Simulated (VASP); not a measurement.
Set up this calculation in VASP 6.6.1, as the native input.

| Item | Value |
| --- | --- |
| Task | relaxation of shape and atoms at fixed volume |
| Functional | PBEsol |
| Potentials or basis | VASP PAW PBE potentials, release 64 (Ti_sv, O) |
| Cutoff | 600 eV |
| k mesh | 18 × 18 × 10 |
| Occupations | gaussian, width 0.1 eV |
| Spin | no spin polarisation |
| Dipole correction | no |
| Further INCAR settings | ALGO = Normal; EDIFF = 1e-06; IBRION = 2; EDIFFG = -0.01; NSW = 50; ISIF = 4 |

The structure of Ti2O lies in POSCAR:

```
Ti2O
1.0
    3.0128927320      0.0000000000      0.0000000000
   -1.5064463660      2.6092416447      0.0000000000
    0.0000000000      0.0000000000      4.8099071972
Ti O
2 1
Direct
    0.6666666667      0.3333333333      0.2613206515
    0.3333333333      0.6666666667      0.7386793485
    0.0000000000      0.0000000000      0.0000000000
```

This cell differs from its parent crystal: volume scaled by 1.06.

One way to write it, as run:

INCAR

```
PREC = Accurate ; ENCUT = 600
EDIFF = 1E-6 ; ISMEAR = 0
SIGMA = 0.1 ; LREAL = F
LASPH = T ; NELM = 60
ALGO = Normal ; ISIF = 4
LWAVE = F ; LCHARG = F
GGA = PS ; IBRION = 2
NSW = 50 ; EDIFFG = -0.01
```

KPOINTS

```
Automatic mesh
0
Gamma
  18 18 10
```

Potentials or basis: VASP PAW PBE potentials, release 64 (Ti_sv, O).

The run is started by

```bash
$ cat potpaw_PBE.64/Ti_sv/POTCAR potpaw_PBE.64/O/POTCAR > POTCAR
$ mpirun -np 1 vasp_std > vasp.out
```

It gave:

```yaml
Energy_gained_by_relaxing: 0.0 meV/atom
Ionic_steps: 4
Pressure_after_relaxing: -9.9 GPa
Band_gap_on_the_k_mesh: zero (band 15 reaches 9.74 eV, above the bottom of band 16 at 8.98 eV)
```

Caveat: the PAW data sets were made with another functional, which shifts forces and pressure a little.

It took 7.9 min on 1 thread of Intel(R) Xeon(R) Platinum 8488C (Sapphire Rapids), on a shared host, peak memory 0.37 GiB.
